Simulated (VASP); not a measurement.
# Al (Fd-3m) in VASP: notebook

The runs below take Al through relaxation of cell and atoms, with PBE.

Program: VASP 6.6.1. These are calculated values, not measurements. Logs are shortened: lines on timing, memory, paths and dates and some standing lists are left out, and cuts for length are marked.

**1. The cell of the first run**

Symmetry: Fd-3m, No. 227, cubic system. The conventional cell has a = 4.113 Å, b = 4.113 Å, c = 4.113 Å, α = 90.00°, β = 90.00°, γ = 90.00°. Al (site symmetry -43m) has 4 Al at 1.78 Å within 2.4 Å.

This isn't the form of Al at room conditions, which is fcc.

**2. Relaxation of cell and atoms, PBE, target pressure 230 GPa, at which the enthalpy is minimised**

The input, INCAR:

```
PREC = Accurate
ENCUT = 600
EDIFF = 1E-7
ISMEAR = -1
SIGMA = 0.08
LREAL = False
LASPH = True
NELM = 80
ALGO = Normal
ISIF = 3
LWAVE = False
LCHARG = False
GGA = PE
IBRION = 2
NSW = 60
EDIFFG = -0.005
PSTRESS = 2300.0
```

The input, KPOINTS:

```
regular mesh
0
Gamma
  15 15 15
```

The input, POSCAR:

```
Al
1.0
    0.0000000000      2.0563404724      2.0563404724
    2.0563404724      0.0000000000      2.0563404724
    2.0563404724      2.0563404724      0.0000000000
Al
2
Direct
   -0.1250000000     -0.1250000000     -0.1250000000
    0.1250000000      0.1250000000      0.1250000000
```

Potentials or basis: VASP PAW PBE potentials, release 64 (Al).

On the command line:

```bash
$ cat potpaw_PBE.64/Al/POTCAR > POTCAR
$ mpirun -np 1 vasp_std > vasp.out
```

OUTCAR:

```text
PREC = Accurate
   ENCUT = 600
   EDIFF = 1E-7
   ISMEAR = -1
   LREAL = False
   LASPH = True
   NELM = 80
   ISIF = 3
   GGA = PE
   IBRION = 2
   NSW = 60
   EDIFFG = -0.005
   PSTRESS = 2300.0

 ion  position               nearest neighbor table
   1  0.875  0.875  0.875-   2 1.78   2 1.78   2 1.78   2 1.78
   2  0.125  0.125  0.125-   1 1.78   1 1.78   1 1.78   1 1.78

  LATTYP: Found a face centered cubic cell.
 ALAT       =     4.1126809448

  Lattice vectors:

 A1 = (   0.0000000000,   2.0563404724,   2.0563404724)
 A2 = (   2.0563404724,   0.0000000000,   2.0563404724)
 A3 = (   2.0563404724,   2.0563404724,   0.0000000000)

Analysis of symmetry for initial positions (statically):
=====================================================================
 Subroutine PRICEL returns:
 Original cell was already a primitive cell.

 Routine SETGRP: Setting up the symmetry group for a
 face centered cubic supercell.

 Subroutine GETGRP returns: Found 48 space group operations
 (whereof 12 operations were pure point group operations)
 out of a pool of 48 trial point group operations.

The static configuration has the point symmetry D_3d.
 The point group associated with its full space group is O_h .

Analysis of symmetry for dynamics (positions and initial velocities):
=====================================================================
 Subroutine PRICEL returns:
 Original cell was already a primitive cell.

 Routine SETGRP: Setting up the symmetry group for a
 face centered cubic supercell.

 Subroutine GETGRP returns: Found 48 space group operations
 (whereof 12 operations were pure point group operations)
 out of a pool of 48 trial point group operations.

The dynamic configuration has the point symmetry D_3d.
 The point group associated with its full space group is O_h .

 Subroutine INISYM returns: Found 48 space group operations
 (whereof 12 operations are pure point group operations),
 and found     1 'primitive' translations

----------------------------------------------------------------------------------------

                                     Primitive cell

  volume of cell :      17.3906

  direct lattice vectors                    reciprocal lattice vectors
     0.000000000  2.056340472  2.056340472    -0.243150396  0.243150396  0.243150396
     2.056340472  0.000000000  2.056340472     0.243150396 -0.243150396  0.243150396
     2.056340472  2.056340472  0.000000000     0.243150396  0.243150396 -0.243150396

  length of vectors
     2.908104585  2.908104585  2.908104585     0.421148840  0.421148840  0.421148840

  position of ions in fractional coordinates (direct lattice)
     0.875000000  0.875000000  0.875000000
     0.125000000  0.125000000  0.125000000

  ion indices of the primitive-cell ions
   primitive index   ion index
                 1           1
                 2           2

----------------------------------------------------------------------------------------

 KPOINTS: regular mesh

Automatic generation of k-mesh.
 Grid dimensions read from file:
 generate k-points for:   15   15   15

 Generating k-lattice:

  Cartesian coordinates                     Fractional coordinates (reciprocal lattice)
    -0.016210026  0.016210026  0.016210026     0.066666667  0.000000000  0.000000000
     0.016210026 -0.016210026  0.016210026     0.000000000  0.066666667  0.000000000
     0.016210026  0.016210026 -0.016210026     0.000000000  0.000000000  0.066666667

  Length of vectors
     0.028076589  0.028076589  0.028076589

  Shift w.r.t. Gamma in fractional coordinates (k-lattice)
     0.000000000  0.000000000  0.000000000

 Subroutine IBZKPT returns following result:
 ===========================================

 Found    120 irreducible k-points:

 Following reciprocal coordinates:
            Coordinates               Weight
  0.000000  0.000000  0.000000      1.000000
  0.066667  0.000000  0.000000      8.000000
  0.133333  0.000000  0.000000      8.000000
  0.200000  0.000000  0.000000      8.000000
  0.266667  0.000000  0.000000      8.000000
  0.333333  0.000000  0.000000      8.000000
[... 16 lines left out ...]
  0.133333  0.133333  0.000000      6.000000
  0.200000  0.133333  0.000000     24.000000
 [... further k-points ...]
   k-points           NKPTS =    120   k-points in BZ     NKDIM =    120   number of bands    NBANDS=      7
   number of dos      NEDOS =    301   number of ions     NIONS =      2
   total plane-waves  NPLWV =  13824
   dimension x,y,z NGX =    24 NGY =   24 NGZ =   24
   dimension x,y,z NGXF=    48 NGYF=   48 NGZF=   48
   ions per type =               2
   NGX,Y,Z   is equivalent  to a cutoff of  13.72, 13.72, 13.72 a.u.
   NGXF,Y,Z  is equivalent  to a cutoff of  27.44, 27.44, 27.44 a.u.
 SYSTEM =  unknown system
   PREC   = accura    normal or accurate (medium, high low for compatibility)
   ISTART =      0    job   : 0-new  1-cont  2-samecut
   ICHARG =      2    charge: 1-file 2-atom 10-const
   ISPIN  =      1    spin polarized calculation?
   LNONCOLLINEAR =      F non collinear calculations
   LSORBIT =      F    spin-orbit coupling
   LASPH  =      T    aspherical Exc in radial PAW
   ENCUT  =  600.0 eV  44.10 Ry    6.64 a.u.   5.81  5.81  5.81*2*pi/ulx,y,z
   NELM   =     80;   NELMIN=  2; NELMDL= -5     # of ELM steps
   EDIFF  = 0.1E-06   stopping-criterion for ELM
   LREAL  =      F    real-space projection
   EDIFFG = -.5E-02   stopping-criterion for IOM
   NSW    =     60    number of steps for IOM
   IBRION =      2    ionic relax: 0-MD 1-quasi-New 2-CG
   NFREE  =      1    steps in history (QN), initial steepest desc. (CG)
   ISIF   =      3    stress and relaxation
   ISYM   =      2    0-nonsym 1-usesym 2-fastsym
   POTIM  = 0.5000    time-step for ionic-motion
   TEBEG  =    0.0;   TEEND  =   0.0 temperature during run
   PSTRESS= 2300.0 pullay stress
   NELECT =       6.0000    total number of electrons
   NUPDOWN=      -1.0000    fix difference up-down
   EMIN   =  10.00;   EMAX   =-10.00  energy-range for DOS
   EFERMI =   0.00;   METHOD = LEGACY
   ISMEAR =    -1;   SIGMA  =   0.08  broadening in eV -4-tet -1-fermi 0-gaus
   EFERMI_NEDOS =   21; number of points for ismear=-14 and -15
   IALGO  =     38    algorithm
   IMIX   =      4    mixing-type and parameters
     AMIX     =   0.40;   BMIX     =  1.00
     AMIX_MAG =   1.60;   BMIX_MAG =  1.00
  volume/ion in A,a.u.               =       8.70        58.68
  Fermi-wavevector in a.u.,A,eV,Ry     =   1.148207  2.169797 17.937643  1.318380
  Thomas-Fermi vector in A             =   2.284883
   LORBIT       =      0    0 simple, 1 ext, 2 COOP (PROOUT), +10 PAW based schemes
   GGA     = PE    functional components
   LHFCALC =     F    Hartree Fock is set to
   AEXX    =    0.0000 exact exchange contribution
   IVDW    =     0    specifies the selected vdW correction
   LEPSILON=     F    determine dielectric tensor
   LRPA    =     F    only Hartree local field effects (RPA)
 conjugate gradient relaxation of ions
 non-spin polarized calculation
  energy-cutoff  :      600.00
  volume of cell :       17.39
 maximum number of plane-waves:       590
   NGX = 11   NGY = 11   NGZ = 11

--------------------------------------- Ionic step        1  -------------------------------------------

 number of electron       6.0000000 magnetization

 Free energy of the ion-electron system (eV)
  ---------------------------------------------------
  ext. energy  EPLUGINS =         0.00000000
  ---------------------------------------------------
  free energy    TOTEN  =        11.31327068 eV

  energy without entropy =       11.32736170  energy(sigma->0) =       11.32031619

------------------------ aborting loop because EDIFF is reached ----------------------------------------

  FORCE on cell =-STRESS in cart. coord.  units (eV):
  Direction    XX          YY          ZZ          XY          YZ          ZX
  --------------------------------------------------------------------------------------
  -------------------------------------------------------------------------------------
  Total       38.6794578     38.6794578     38.6794578     -0.0000000      0.0000000      0.0000000
  in kB     3563.4928681   3563.4928681   3563.4928681     -0.0000000      0.0000000      0.0000000
  external PRESSURE =    1263.4928681 kB  Pullay stress =    2300.0000000 kB
[... 23 lines left out ...]
  enthalpy is  TOTEN    =        36.2783137217 eV   P V=       24.9650430406

--------------------------------------- Ionic step        2  -------------------------------------------

 number of electron       6.0000000 magnetization

 E-fermi :   4.9841     XC(G=0):  -9.1661

 val. band max:        4.9739085001   @ k =  -0.1333   0.1333   0.0000
 cond. band min:       4.9843506594   @ k =   0.2667   0.2000   0.0667
 fundamental gap:      0.0104421593
 Fermi energy:         4.9840603689

 k-point     1 :       0.0000    0.0000    0.0000
  band No.  band energies     occupation
      1      -4.2836      2.00000
      2       7.6962      0.00000
      3       7.6962      0.00000
      4       7.6962      0.00000
      5       9.5337      0.00000
      6       9.5337      0.00000
      7       9.5337      0.00000
[... 297 lines left out ...]
  FREE ENERGIE OF THE ION-ELECTRON SYSTEM (eV)
  ---------------------------------------------------
  free  energy   TOTEN  =         3.7246323695 eV

  energy  without entropy=        3.7408294118  energy(sigma->0) =        3.73273089

  enthalpy is  TOTEN    =        35.2958577276 eV   P V=       31.5712253581

[... ionic steps 4 to 17 ...]

--------------------------------------- Ionic step       18  -------------------------------------------

 number of electron       6.0000000 magnetization

------------------------ aborting loop because EDIFF is reached ----------------------------------------

  FORCE on cell =-STRESS in cart. coord.  units (eV):
  Direction    XX          YY          ZZ          XY          YZ          ZX
  --------------------------------------------------------------------------------------
  -------------------------------------------------------------------------------------
  Total       29.5846050     29.5846050     29.5846050     -0.0000000      0.0000000      0.0000000
  in kB     2301.9818139   2301.9818139   2301.9818139     -0.0000000      0.0000000      0.0000000
  external PRESSURE =       1.9818139 kB  Pullay stress =    2300.0000000 kB
[... 61 lines left out ...]
  enthalpy is  TOTEN    =        35.1255195042 eV   P V=       29.5611637719

--------------------------------------- Ionic step       20  -------------------------------------------

 number of electron       6.0000000 magnetization

 Free energy of the ion-electron system (eV)
  ---------------------------------------------------
  ext. energy  EPLUGINS =         0.00000000
  ---------------------------------------------------
  free energy    TOTEN  =         5.56029656 eV

  energy without entropy =        5.57549869  energy(sigma->0) =        5.56789762

 E-fermi :  13.2968     XC(G=0): -11.9278

 val. band max:       13.2957905130   @ k =  -0.2667   0.1333   0.0000
 cond. band min:      13.3293729455   @ k =  -0.3333   0.1333   0.0000
 fundamental gap:      0.0335824325
 Fermi energy:        13.2968131320

 k-point     1 :       0.0000    0.0000    0.0000
  band No.  band energies     occupation
      1      -0.7843      2.00000
      2      17.8120      0.00000
      3      17.8120      0.00000
      4      17.8120      0.00000
      5      19.2250      0.00000
      6      19.2250      0.00000
      7      19.2250      0.00000
[... 259 lines left out ...]
  FREE ENERGIE OF THE ION-ELECTRON SYSTEM (eV)
  ---------------------------------------------------
  free  energy   TOTEN  =         5.5602965608 eV

  energy  without entropy=        5.5754986883  energy(sigma->0) =        5.56789762

  enthalpy is  TOTEN    =        35.1255179344 eV   P V=       29.5652213736

 reached required accuracy - stopping structural energy minimisation
```

Wall time 2 min (1 thread of Intel Xeon 8259CL, shared host); peak memory 0.15 GiB.

What came out:

| Item | Value |
| --- | --- |
| Free energy | 5.5603 eV |
| Relaxed volume | 10.30 Å³/atom |
| Relaxed cell | a = 3.077 Å, b = 3.077 Å, c = 3.077 Å, α = 60.00°, β = 60.00°, γ = 60.00° |
| Space group after relaxing (to 0.1 Å) | Fd-3m (No. 227) |
| Energy change on relaxing (the run minimises the enthalpy) | -2876.5 meV/atom |
| Ionic steps | 20 |
| Pressure after relaxing | 230.1 GPa |
| Band gap on the k mesh | zero (bands 3 and 4 overlap by 8.59 eV) |

The path:
```tsv
step	energy change (eV)	largest force (eV/Å)	pressure (GPa)	volume (Å³)
1	0.0000	0.0000	356.35	17.39
2	-16.6136	0.0000	20.33	40.99
3	-7.5886	0.0000	192.23	21.99
4	-5.8431	0.0000	228.18	20.66
5	-5.7443	0.0000	230.25	20.59
6	-5.7445	0.0000	230.25	20.59
7	-5.7449	0.0000	230.24	20.59
8	-5.7449	0.0000	230.24	20.59
9	-5.7449	0.0000	230.24	20.59
10	-5.7449	0.0000	230.24	20.59
11	-5.7449	0.0000	230.24	20.59
12	-5.7449	0.0000	230.24	20.59
13	-5.7449	0.0000	230.24	20.59
14	-5.7450	0.0000	230.24	20.59
15	-5.7451	0.0000	230.23	20.59
16	-5.7454	0.0000	230.23	20.59
17	-5.7459	0.0000	230.22	20.59
18	-5.7469	0.0000	230.20	20.59
19	-5.7489	0.0000	230.16	20.59
20	-5.7530	0.0000	230.07	20.60
```

Final structure:
```yaml
crystal:
  lattice:
    - [0.00000, 2.17559, 2.17559]
    - [2.17559, 0.00000, 2.17559]
    - [2.17559, 2.17559, 0.00000]
  atoms:
    - { symbol: Al, position: [0.87500, 0.87500, 0.87500] }
    - { symbol: Al, position: [0.12500, 0.12500, 0.12500] }
```

Caveat: the cell is relaxed towards a set pressure, so the run minimises the enthalpy, not the energy; the volume moved by over 15 % at a fixed basis, so the end points are rough.

**3. Relaxation of cell and atoms, PBE, target pressure 230 GPa, at which the enthalpy is minimised**

This run uses another cell than the first one, of 10.28 Å³/atom.

The input, INCAR:

```
SYSTEM = Al
  PREC = Accurate
  ENCUT = 600
  EDIFF = 1E-7
  ISMEAR = -1
  SIGMA = 0.08
  LREAL = .FALSE.
  LASPH = .TRUE.
  NELM = 100
  ALGO = Normal
  ISIF = 3
  LWAVE = .FALSE.
  LCHARG = .FALSE.
  GGA = PE
  IBRION = 2
  NSW = 32
  EDIFFG = -0.005
  PSTRESS = 2300.0
```

The input, KPOINTS:

```
regular mesh
0
G
  15 15 15
  0 0 0
```

The input, POSCAR:

```
Al
1.0
    0.0000000000      2.1743015102      2.1743015102
    2.1743015102      0.0000000000      2.1743015102
    2.1743015102      2.1743015102      0.0000000000
Al
2
Direct
   -0.1250000000     -0.1250000000     -0.1250000000
    0.1250000000      0.1250000000      0.1250000000
```

Potentials or basis: VASP PAW PBE potentials, release 64 (Al).

On the command line:

```bash
$ cat potpaw_PBE.64/Al/POTCAR > POTCAR
$ mpirun -np 1 vasp_std > vasp.out
```

It took 82 s on 1 thread of Intel Xeon 8259CL, shared host; peak memory 0.16 GiB.

The run converged. Its results:

| Property | Result |
| --- | --- |
| Free energy | 5.5570 eV |
| Relaxed volume | 10.30 Å³/atom |
| Relaxed cell | a = 3.077 Å, b = 3.077 Å, c = 3.077 Å, α = 60.00°, β = 60.00°, γ = 60.00° |
| Space group after relaxing (to 0.1 Å) | Fd-3m (No. 227) |
| Energy change on relaxing (the run minimises the enthalpy) | -27.7 meV/atom |
| Ionic steps | 3 |
| Pressure after relaxing | 230.0 GPa |
| Band gap on the k mesh | zero (bands 3 and 4 overlap by 8.59 eV) |

The path:
```tsv
step	energy change (eV)	largest force (eV/Å)	pressure (GPa)	volume (Å³)
1	0.0000	0.0000	231.17	20.56
2	-0.3189	0.0000	224.50	20.78
3	-0.0554	0.0000	230.01	20.60
```

Final structure:
```cif
data_structure
_symmetry_space_group_name_H-M 'P 1'
_symmetry_Int_Tables_number 1
_cell_length_a 3.0768
_cell_length_b 3.0768
_cell_length_c 3.0768
_cell_angle_alpha 60.000
_cell_angle_beta 60.000
_cell_angle_gamma 60.000
_cell_volume 20.60
loop_
_atom_site_label
_atom_site_type_symbol
_atom_site_fract_x
_atom_site_fract_y
_atom_site_fract_z
_atom_site_occupancy
Al1 Al 0.87500 0.87500 0.87500 1
Al2 Al 0.12500 0.12500 0.12500 1
```

Levels at points of the mesh, in eV from the Fermi level:
```csv
k point,band 1,band 2,band 3,band 4,band 5,band 6,band 7
"(0.00, 0.00, 0.00)",-14.08,4.52,4.52,4.52,5.93,5.93,5.93
```

Caveat: the cell is relaxed towards a set pressure, so the run minimises the enthalpy, not the energy.
